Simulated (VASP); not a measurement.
C, 2 atoms in the cell. Symmetry: R-3m, No. 166, trigonal system. The conventional cell has a = 2.465 Å, b = 2.465 Å, c = 10.075 Å, α = 90.00°, β = 90.00°, γ = 120.00°. Within 1.9 Å of C (site symmetry 3m) lie 3 C at 1.42 Å. 

```yaml
Program: VASP 6.6.1
Task: single point
Functional: PBE
Dispersion: D3(BJ)
Potentials_or_basis: VASP PAW PBE potentials, release 64 (C)
Cutoff: 520 eV
k_mesh: 15 × 15 × 15
Occupations: gaussian, width 0.02 eV
Spin: no spin polarisation
Dipole_correction: no
Further_INCAR_settings: ALGO = Normal; EDIFF = 1e-06; NBANDS = 11
```

Potentials or basis: VASP PAW PBE potentials, release 64 (C).

Command:

```console
$ cat potpaw_PBE.64/C/POTCAR > POTCAR
$ mpirun -np 1 vasp_std > vasp.out
```

Hardware: 1 thread of Intel(R) Xeon(R) Platinum 8488C (Sapphire Rapids), with other jobs on the host.

Question: How long does it take, and how much memory?

Answer: It took 61 s on 1 thread of Intel(R) Xeon(R) Platinum 8488C (Sapphire Rapids), on a shared host, peak memory 0.19 GiB. Counts: scf iterations 11, k points 344.
